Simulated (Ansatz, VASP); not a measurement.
ZrB2: VASP beside Ansatz

```
CELL_PARAMETERS angstrom
2.96777 0.00000 0.00000
-1.48389 2.57017 0.00000
0.00000 0.00000 3.73168
ATOMIC_POSITIONS crystal
Zr 0.00000 0.00000 0.00000
B 0.33333 0.66667 0.50000
B 0.66667 0.33333 0.50000
```

Alike in both runs: task single point; functional LDA; k mesh 18 × 18 × 12; occupations gaussian, width 0.15 eV; no spin polarisation.

|  | VASP | Ansatz |
| --- | --- | --- |
| version | VASP 6.6.1 | Ansatz 0.2.0 |
| potentials or method | VASP PAW LDA potentials, release 64 (Zr_sv, B), cutoff 520 eV | scalar-relativistic, plane waves, PAW |
| valence electrons in the cell | 18 | 18 |

VASP gave:

| Item | Value |
| --- | --- |
| gap on the k mesh at the Fermi level (eV) | none |
| pressure (GPa) | 14.9 |
| traceless stress, the component that is largest in VASP (GPa) | -30.97 |

Problem. Which values does Ansatz return?

Solution. gap on the k mesh at the Fermi level (eV): none; pressure (GPa): 14.4; traceless stress, the component that is largest in VASP (GPa): -31.02.

LDA's correlation is that of Perdew and Zunger in VASP and of Perdew and Wang (1992) in Ansatz. A gap of «none» marks a metal or a gap that the smearing closes.
